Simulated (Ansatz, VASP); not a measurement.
## HfO2 in VASP and in Ansatz

```xyz
3
Lattice="0.0000 2.5318 2.5318 2.5318 0.0000 2.5318 2.5318 2.5318 0.0000" Properties=species:S:1:pos:R:3 pbc="T T T"
Hf    0.0000    0.0000    0.0000
O     1.2659    1.2659    1.2659
O     3.7978    3.7978    3.7978
```

Alike in both runs: task single point; functional PBE; k mesh 4 × 4 × 4; occupations fermi-dirac, width 0.0612256 eV; no spin polarisation.

```csv
,VASP,Ansatz
version,VASP 6.6.1,Ansatz 0.2 development build
potentials or method,"VASP PAW PBE potentials, release 64 (Hf_pv, O), cutoff 600 eV","all-electron full-potential LAPW, scalar-relativistic"
```

```csv
,VASP,Ansatz,Ansatz less VASP
pressure (GPa),1.1,5.1,+4.07
```

One of these differences is far larger than is usual between the two programs; its cause wasn't traced. Ansatz ran all-electron here, and VASP with PAW potentials.

The k mesh is coarse, so the values compare programs but aren't converged. Neither program's run includes spin-orbit coupling.
